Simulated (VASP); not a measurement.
# ScNb (P-6m2) in VASP: further runs

The runs below take ScNb through single point, with PBE.

Program: VASP 6.6.1. These are calculated values, not measurements. Logs are shortened: lines on timing, memory, paths and dates and some standing lists are left out, and cuts for length are marked.

## (1) The cell of the first run

Symmetry: P-6m2, No. 187, hexagonal system. Conventional cell: a = 3.003 Å, b = 3.003 Å, c = 4.969 Å, α = 90.00°, β = 90.00°, γ = 120.00°. Nb (site symmetry -6m2) has 6 Nb at 3.00 Å and 6 Sc at 3.03 Å within 4.0 Å. Sc (site symmetry -6m2) has 6 Sc at 3.00 Å and 6 Nb at 3.03 Å within 4.0 Å.

## (2) Single point, PBE

Input file INCAR:

```
PREC     = Accurate       # precision mode
ENCUT    = 520            # plane-wave cutoff, eV
EDIFF    = 1E-6           # SCF threshold, eV
ISMEAR   = -1             # smearing method
SIGMA    = 0.05           # smearing width, eV
LREAL    = False          # projectors in reciprocal space
LASPH    = True           # aspherical terms in the spheres
NELM     = 60             # most SCF steps
ALGO     = Normal         # electronic algorithm
ISIF     = 2              # what is computed and relaxed
LWAVE    = False          # write WAVECAR
LCHARG   = False          # write CHGCAR
GGA      = PE             # functional
NBANDS   = 19             # bands
```

Input file KPOINTS:

```
Automatic mesh
0
Gamma
  10 10 5
```

Input file POSCAR:

```
ScNb
1.0
    3.0030626305      0.0000000000      0.0000000000
   -1.5015313152      2.6007285271      0.0000000000
    0.0000000000      0.0000000000      4.9686507831
Nb Sc
1 1
Direct
    0.3333333333      0.6666666667      0.5000000000
    0.0000000000      0.0000000000      0.0000000000
```

Potentials or basis: VASP PAW PBE potentials, release 64 (Nb_sv, Sc_sv).

The run is started by

```console
$ cat potpaw_PBE.64/Nb_sv/POTCAR potpaw_PBE.64/Sc_sv/POTCAR > POTCAR
$ mpirun -np 1 vasp_std > vasp.out
```

OUTCAR:

```text
PREC = Accurate
   ENCUT = 520
   EDIFF = 1E-6
   ISMEAR = -1
   LREAL = False
   LASPH = True
   NELM = 60
   ISIF = 2
   GGA = PE

 ion  position               nearest neighbor table
   1  0.333  0.667  0.500-   2 3.03   2 3.03   2 3.03   2 3.03   2 3.03   2 3.03
   2  0.000  0.000  0.000-   1 3.03   1 3.03   1 3.03   1 3.03   1 3.03   1 3.03

  LATTYP: Found a hexagonal cell.
 ALAT       =     3.0030626305
 C/A-ratio  =     1.6545278585

  Lattice vectors:

 A1 = (   3.0030626305,   0.0000000000,   0.0000000000)
 A2 = (  -1.5015313152,   2.6007285271,   0.0000000000)
 A3 = (   0.0000000000,   0.0000000000,   4.9686507831)

Analysis of symmetry for initial positions (statically):
=====================================================================
 Subroutine PRICEL returns:
 Original cell was already a primitive cell.

 Routine SETGRP: Setting up the symmetry group for a
 hexagonal supercell.

 Subroutine GETGRP returns: Found 12 space group operations
 (whereof 12 operations were pure point group operations)
 out of a pool of 24 trial point group operations.

The static configuration has the point symmetry D_3h.

Analysis of symmetry for dynamics (positions and initial velocities):
=====================================================================
 Subroutine PRICEL returns:
 Original cell was already a primitive cell.

 Routine SETGRP: Setting up the symmetry group for a
 hexagonal supercell.

 Subroutine GETGRP returns: Found 12 space group operations
 (whereof 12 operations were pure point group operations)
 out of a pool of 24 trial point group operations.

The dynamic configuration has the point symmetry D_3h.

 Subroutine INISYM returns: Found 12 space group operations
 (whereof 12 operations are pure point group operations),
 and found     1 'primitive' translations

----------------------------------------------------------------------------------------

                                     Primitive cell

  volume of cell :      38.8059

  direct lattice vectors                    reciprocal lattice vectors
     3.003062631  0.000000000  0.000000000     0.332993388  0.192253822  0.000000000
    -1.501531315  2.600728527  0.000000000     0.000000000  0.384507645  0.000000000
     0.000000000  0.000000000  4.968650783     0.000000000  0.000000000  0.201261880

  length of vectors
     3.003062631  3.003062630  4.968650783     0.384507645  0.384507645  0.201261880

  position of ions in fractional coordinates (direct lattice)
[... 77 lines left out ...]
   ENCUT  =  520.0 eV  38.22 Ry    6.18 a.u.   5.58  5.58  9.24*2*pi/ulx,y,z
   NELM   =     60;   NELMIN=  2; NELMDL= -5     # of ELM steps
   EDIFF  = 0.1E-05   stopping-criterion for ELM
   LREAL  =      F    real-space projection
   EDIFFG = 0.1E-04   stopping-criterion for IOM
   NSW    =      0    number of steps for IOM
   IBRION =     -1    ionic relax: 0-MD 1-quasi-New 2-CG
   NFREE  =      0    steps in history (QN), initial steepest desc. (CG)
   ISIF   =      2    stress and relaxation
   ISYM   =      2    0-nonsym 1-usesym 2-fastsym
   POTIM  = 0.5000    time-step for ionic-motion
   TEBEG  =    0.0;   TEEND  =   0.0 temperature during run
   PSTRESS=    0.0 pullay stress
   NELECT =      24.0000    total number of electrons
   NUPDOWN=      -1.0000    fix difference up-down
   EMIN   =  10.00;   EMAX   =-10.00  energy-range for DOS
   EFERMI =   0.00;   METHOD = LEGACY
   ISMEAR =    -1;   SIGMA  =   0.05  broadening in eV -4-tet -1-fermi 0-gaus
   EFERMI_NEDOS =   21; number of points for ismear=-14 and -15
   IALGO  =     38    algorithm
   IMIX   =      4    mixing-type and parameters
     AMIX     =   0.40;   BMIX     =  1.00
     AMIX_MAG =   1.60;   BMIX_MAG =  1.00
  volume/ion in A,a.u.               =      19.40       130.94
  Fermi-wavevector in a.u.,A,eV,Ry     =   1.394802  2.635794 26.469769  1.945473
  Thomas-Fermi vector in A             =   2.518316
   LORBIT       =      0    0 simple, 1 ext, 2 COOP (PROOUT), +10 PAW based schemes
   GGA     = PE    functional components
   LHFCALC =     F    Hartree Fock is set to
   AEXX    =    0.0000 exact exchange contribution
   IVDW    =     0    specifies the selected vdW correction
   LEPSILON=     F    determine dielectric tensor
   LRPA    =     F    only Hartree local field effects (RPA)
 non-spin polarized calculation
  energy-cutoff  :      520.00
  volume of cell :       38.81
 maximum number of plane-waves:      1067
 NGX is ok and might be reduce to    24
   NGX = 11   NGY = 11   NGZ = 19

 number of electron      24.0000000 magnetization

 Free energy of the ion-electron system (eV)
  ---------------------------------------------------
  ext. energy  EPLUGINS =         0.00000000
  ---------------------------------------------------
  free energy    TOTEN  =       -16.01545378 eV

  energy without entropy =      -15.99701507  energy(sigma->0) =      -16.00623443

 E-fermi :   7.8008     XC(G=0): -11.5041

 val. band max:        7.7826188598   @ k =   0.3000   0.2000   0.4000
 cond. band min:       7.8056618648   @ k =   0.4000   0.2000   0.0000
 fundamental gap:      0.0230430050
 Fermi energy:         7.8008087249

 k-point     1 :       0.0000    0.0000    0.0000
  band No.  band energies     occupation
      1     -46.7879      2.00000
      2     -41.0484      2.00000
      3     -22.9807      2.00000
      4     -22.3523      2.00000
      5     -22.3523      2.00000
      6     -19.6552      2.00000
[... 505 lines left out ...]
      6     -19.9969      2.00000
[... 11 lines left out ...]
     18      12.6827      0.00000
     19      13.4494      0.00000

 [... further k-points ...]

------------------------ aborting loop because EDIFF is reached ----------------------------------------

  FORCE on cell =-STRESS in cart. coord.  units (eV):
  Direction    XX          YY          ZZ          XY          YZ          ZX
  --------------------------------------------------------------------------------------
  -------------------------------------------------------------------------------------
  Total        1.6540606      1.6540606      1.5816044      0.0000000     -0.0000000     -0.0000000
  in kB       68.2910996     68.2910996     65.2996058      0.0000000     -0.0000000     -0.0000000
  external PRESSURE =      67.2939350 kB  Pullay stress =       0.0000000 kB

 VOLUME and BASIS-vectors are now :
 -----------------------------------------------------------------------------
  energy-cutoff  :      520.00
  volume of cell :       38.81
      direct lattice vectors                 reciprocal lattice vectors
     3.003062631  0.000000000  0.000000000     0.332993388  0.192253822  0.000000000
    -1.501531315  2.600728527  0.000000000     0.000000000  0.384507645  0.000000000
     0.000000000  0.000000000  4.968650783     0.000000000  0.000000000  0.201261880

 POSITION                                       TOTAL-FORCE (eV/Angst)
 -----------------------------------------------------------------------------------
     -0.00000      1.73382      2.48433        -0.000000     -0.000000      0.000000
      0.00000      0.00000      0.00000         0.000000      0.000000      0.000000
 -----------------------------------------------------------------------------------
    total drift:                                0.000000     -0.000000     -0.000000

  FREE ENERGIE OF THE ION-ELECTRON SYSTEM (eV)
  ---------------------------------------------------
  free  energy   TOTEN  =       -16.0154537797 eV

  energy  without entropy=      -15.9970150742  energy(sigma->0) =      -16.00623443
```

OSZICAR:

```text
N       E                     dE             d eps       ncg     rms          rms(c)
DAV:   1     0.263623273496E+03    0.26362E+03   -0.12068E+04  1620   0.137E+03
DAV:   2     0.435754649223E+01   -0.25927E+03   -0.25477E+03  1604   0.486E+02
DAV:   3    -0.158422068321E+02   -0.20200E+02   -0.19605E+02  3070   0.117E+02
DAV:   4    -0.170029189667E+02   -0.11607E+01   -0.11503E+01  2247   0.232E+01
DAV:   5    -0.170730427340E+02   -0.70124E-01   -0.70026E-01  2931   0.468E+00    0.952E+00
DAV:   6    -0.162334819270E+02    0.83956E+00   -0.34486E+00  2192   0.168E+01    0.390E+00
DAV:   7    -0.162021342042E+02    0.31348E-01   -0.36698E+00  2680   0.884E+00    0.283E+00
DAV:   8    -0.160149265175E+02    0.18721E+00   -0.11083E+00  2473   0.633E+00    0.107E+00
DAV:   9    -0.160161662973E+02   -0.12398E-02   -0.32050E-02  2531   0.185E+00    0.178E-01
DAV:  10    -0.160154717823E+02    0.69451E-03   -0.51748E-03  2583   0.466E-01    0.631E-02
DAV:  11    -0.160154649899E+02    0.67924E-05   -0.10127E-04  2418   0.838E-02    0.211E-02
DAV:  12    -0.160154544168E+02    0.10573E-04   -0.20085E-05  2550   0.571E-02    0.382E-03
DAV:  13    -0.160154537797E+02    0.63706E-06   -0.59771E-07  1248   0.733E-03
   1 F= -.16015454E+02 E0= -.16006234E+02  d E =-.184387E-01
```

It took 20 s on 1 thread of Intel Xeon Platinum 8375C at 2.90GHz (Ice Lake), shared host; peak memory 0.18 GiB.

What came out:

| Quantity | Value |
| --- | --- |
| Free energy | -16.0155 eV |
| Pressure | 6.7 GPa |
| Band gap on the k mesh | zero (bands 12 and 13 overlap by 0.89 eV) |

Levels at points of the mesh, in eV from the Fermi level:
```csv
k point,band 8,band 9,band 10,band 11,band 12,band 13,band 14,band 15,band 16,band 17
"(0.00, 0.00, 0.00)",-27.17,-5.77,-2.98,0.62,0.62,1.02,1.09,2.19,2.19,2.39
"(0.50, 0.00, 0.00)",-27.32,-2.93,-2.21,-1.85,-0.03,0.90,0.99,1.69,4.81,4.91
```

Caveat: the cell stands under pressure.

## (3) Single point, PBE

This run uses another cell than the first one, of 19.82 Å³/atom.

Input file INCAR:

```
SYSTEM = ScNb
PREC = Accurate
ENCUT = 520
EDIFF = 1E-6
ISMEAR = -1
SIGMA = 0.05
LREAL = .False.
LASPH = .True.
NELM = 100
ALGO = Normal
ISIF = 2
LWAVE = .False.
LCHARG = .True.
GGA = PE
LELF = .True.
LVHAR = .True.
NBANDS = 19
```

Input file KPOINTS:

```
regular mesh
0
Gamma
  10 10 5
  0 0 0
```

Input file POSCAR:

```
ScNb
1.0
    3.0242116557      0.0000000000      0.0000000000
   -1.5121058278      2.6190441202      0.0000000000
    0.0000000000      0.0000000000      5.0036424345
Nb Sc
1 1
Direct
    0.3333333333      0.6666666667      0.5000000000
    0.0000000000      0.0000000000      0.0000000000
```

Potentials or basis: VASP PAW PBE potentials, release 64 (Nb_sv, Sc_sv).

The run is started by

```console
$ cat potpaw_PBE.64/Nb_sv/POTCAR potpaw_PBE.64/Sc_sv/POTCAR > POTCAR
$ mpirun -np 1 vasp_std > vasp.out
```

Run time: 21 s. Hardware: 1 thread of Intel Xeon Platinum 8375C at 2.90GHz (Ice Lake), shared host; peak memory 0.18 GiB.

The run converged. Its results:

```yaml
Free_energy: -16.0441 eV
Pressure: 4.2 GPa
Band_gap_on_the_k_mesh: zero (bands 12 and 13 overlap by 0.89 eV)
```

Stress tensor (GPa, compression positive):
```
4.35 0.00 0.00
0.00 4.35 0.00
0.00 0.00 3.97
```

Levels at points of the mesh, in eV from the Fermi level:
```csv
k point,band 9,band 10,band 11,band 12,band 13,band 14,band 15,band 16
"(0.00, 0.00, 0.00)",-5.73,-2.92,0.62,0.62,0.95,1.07,2.16,2.16
"(0.50, 0.00, 0.00)",-2.86,-2.14,-1.81,-0.07,0.90,0.97,1.65,4.68
```

Caveat: the cell stands under pressure.

## (4) Single point, PBE

This run uses another cell than the first one, of 20.23 Å³/atom.

Input file INCAR:

```
SYSTEM = ScNb
PREC = Accurate
ENCUT = 520
EDIFF = 1E-7
ISMEAR = -1
SIGMA = 0.05
LREAL = .FALSE.
LASPH = .TRUE.
NELM = 100
ALGO = Fast
ISIF = 2
LWAVE = .FALSE.
LCHARG = .FALSE.
GGA = PE
NBANDS = 19
```

Input file KPOINTS:

```
regular mesh
0
G
  10 10 5
  0 0 0
```

Input file POSCAR:

```
ScNb
1.0
    3.0450689469      0.0000000000      0.0000000000
   -1.5225344734      2.6371070642      0.0000000000
    0.0000000000      0.0000000000      5.0381514038
Nb Sc
1 1
Direct
    0.3333333333      0.6666666667      0.5000000000
    0.0000000000      0.0000000000      0.0000000000
```

The run is started by

```console
$ cat potpaw_PBE.64/Nb_sv/POTCAR potpaw_PBE.64/Sc_sv/POTCAR > POTCAR
$ mpirun -np 1 vasp_std > vasp.out
```

It took 76 s on 1 thread of Intel Xeon Platinum 8375C at 2.90GHz (Ice Lake), shared host; peak memory 0.18 GiB.

The run converged. Its results:

```yaml
Free_energy: -16.0604 eV
Pressure: 1.9 GPa
Band_gap_on_the_k_mesh: zero (bands 12 and 13 overlap by 0.89 eV)
```

Stress tensor (GPa, compression positive):
```
2.07 0.00 0.00
0.00 2.07 0.00
0.00 0.00 1.61
```

Levels at points of the mesh, in eV from the Fermi level:
```
           k point  band 10  band 11  band 12  band 13  band 14  band 15
(0.00, 0.00, 0.00)    -2.87     0.62     0.62     0.88     1.06     2.12
(0.50, 0.00, 0.00)    -2.08    -1.78    -0.11     0.89     0.95     1.62
```

## (5) Single point, PBE

This run uses another cell than the first one, of 20.64 Å³/atom.

Input file INCAR:

```
SYSTEM = ScNb
ALGO = Normal
EDIFF = 1E-6
ENCUT = 520
GGA = PE
ISIF = 2
ISMEAR = -1
LASPH = .TRUE.
LCHARG = .FALSE.
LREAL = .FALSE.
LWAVE = .FALSE.
NBANDS = 19
NELM = 60
PREC = Accurate
SIGMA = 0.05
```

Input file KPOINTS:

```
k-points
0
G
  10 10 5
  0 0 0
```

Input file POSCAR:

```
ScNb
1.0
    3.0656443612      0.0000000000      0.0000000000
   -1.5328221806      2.6549258957      0.0000000000
    0.0000000000      0.0000000000      5.0721940000
Nb Sc
1 1
Direct
    0.3333333333      0.6666666667      0.5000000000
    0.0000000000      0.0000000000      0.0000000000
```

The run is started by

```console
$ cat potpaw_PBE.64/Nb_sv/POTCAR potpaw_PBE.64/Sc_sv/POTCAR > POTCAR
$ mpirun -np 1 vasp_std > vasp.out
```

Wall time 21 s (1 thread of Intel Xeon Platinum 8375C at 2.90GHz (Ice Lake), shared host); peak memory 0.18 GiB.

It converged, with:

```yaml
Free_energy: -16.0652 eV
Pressure: -0.2 GPa
Band_gap_on_the_k_mesh: zero (bands 12 and 13 overlap by 0.89 eV)
```

Stress tensor (GPa, compression positive):
```
-0.04  0.00  0.00
 0.00 -0.04  0.00
 0.00  0.00 -0.56
```

Levels at points of the mesh, in eV from the Fermi level:
```csv
k point,band 8,band 9,band 10,band 11,band 12,band 13,band 14,band 15,band 16,band 17
"(0.00, 0.00, 0.00)",-27.39,-5.65,-2.82,0.61,0.61,0.82,1.05,2.09,2.09,2.24
"(0.50, 0.00, 0.00)",-27.51,-2.73,-2.02,-1.75,-0.14,0.88,0.93,1.58,4.44,4.56
```

## (6) The runs side by side

| cell | gap on the mesh (eV) | pressure (GPa) |
| --- | --- | --- |
| a = 3.003, b = 3.003, c = 4.969 Å, angles 90.0, 90.0, 120.0°, 2 atoms | none | 6.7 |
| a = 3.024, b = 3.024, c = 5.004 Å, angles 90.0, 90.0, 120.0°, 2 atoms | none | 4.2 |
| a = 3.045, b = 3.045, c = 5.038 Å, angles 90.0, 90.0, 120.0°, 2 atoms | none | 1.9 |
| a = 3.066, b = 3.066, c = 5.072 Å, angles 90.0, 90.0, 120.0°, 2 atoms | none | -0.2 |

Alike in all rows: task single point; level PBE; potentials or basis VASP PAW PBE potentials, release 64 (Nb_sv, Sc_sv); no spin polarisation; k mesh 10 × 10 × 5; cutoff (eV) 520; smearing fermi-dirac 0.05 eV.

Caveats: the cell stands under pressure (at least some runs).

Absolute energies hang on the potentials; compare differences alone.

The gap in the log of VASP goes by the Fermi energy; the results here count the filled bands.